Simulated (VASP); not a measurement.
Input of a VASP 6.6.1 run:

File INCAR:

```
SYSTEM = Au
PREC     = Accurate       ! precision mode
ENCUT    = 500            ! plane-wave cutoff, eV
EDIFF    = 1E-6           ! SCF threshold, eV
ISMEAR   = -1             ! smearing method
SIGMA    = 0.1            ! smearing width, eV
LREAL    = .False.        ! projectors in reciprocal space
LASPH    = .True.         ! aspherical terms in the spheres
NELM     = 120            ! most SCF steps
ALGO     = Normal         ! electronic algorithm
ISIF     = 2              ! what is computed and relaxed
LWAVE    = .False.        ! write WAVECAR
LCHARG   = .False.        ! write CHGCAR
GGA      = PE             ! functional
NBANDS   = 18             ! bands
GGA_COMPAT= .False.
```

File KPOINTS:

```
Automatic mesh
0
Gamma
  13 13 12
  0 0 0
```

File POSCAR:

```
Au
1.0
   -3.1661962245      3.6025472448      1.4321766377
    3.6025472448     -3.1661962245      1.4321766377
    2.0710730067      2.0710730067     -0.6329989448
Au
2
Direct
    0.0074437139      0.9925562861      0.0000000000
    0.7425562861      0.2574437139      0.5000000000
```

Potentials or basis: VASP PAW PBE potentials, release 64 (Au).

Launch:

```bash
$ cat potpaw_PBE.64/Au/POTCAR > POTCAR
$ mpirun -np 1 vasp_std > vasp.out
```

(1) Predict the pressure.

(2) Estimate the band gap on the k mesh.

## Answers

(1) -10.5 GPa.

(2) zero (bands 11 and 12 overlap by 5.31 eV).

Caveat: the cell stands under tension; spin-orbit coupling is left out, which moves the levels of the heavy elements.
